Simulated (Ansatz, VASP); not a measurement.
## Two plane-wave programs on RbVTe3

```
Rb Te V
1.0
     7.32830    0.00000    0.00000
    -3.66415    6.34650    0.00000
     0.00000    0.00000    6.22038
Rb Te V
2 6 2
Direct
  0.33330 0.66670 0.75000
  0.66660 0.33330 0.25000
  0.16400 0.32800 0.25000
  0.83600 0.16400 0.75000
  0.67200 0.83600 0.25000
  0.83600 0.67200 0.75000
  0.16400 0.83600 0.25000
  0.32800 0.16400 0.75000
  0.00000 0.00000 0.00000
  0.00000 0.00000 0.50000
```

Alike in both runs: task single point; functional PBE; k mesh 3 × 3 × 3; occupations fermi-dirac, width 0.0125 eV; no spin polarisation.

```csv
,VASP,Ansatz
version,VASP 6.6.1,Ansatz 0.2.0
potentials or method,"VASP PAW PBE potentials, release 64 (Rb_sv, Te, V_sv), cutoff 520 eV",PAW plane waves
valence electrons in the cell,80,140
```

Ansatz gave:

```
gap on the k mesh at the Fermi level (eV)                     : none
pressure (GPa)                                                : 6.0
traceless stress, the component that is largest in VASP (GPa) : -1.18
rms of the force components (eV/Å)                            : 0.530
```

Q: What did VASP give for the same quantities?

A: gap on the k mesh at the Fermi level (eV): none; pressure (GPa): 6.0; traceless stress, the component that is largest in VASP (GPa): -1.16; rms of the force components (eV/Å): 0.531.

Atom by atom the forces differ by 0.001 eV/Å (rms over components). A gap of «none» marks a metal or a gap that the smearing closes. VASP's potentials hold 80 valence electrons a cell and Ansatz's 140, so a difference there can come from the potentials and not from the codes. Ansatz's warnings: structure snapped to symmetry.

Neither program's run includes spin-orbit coupling.
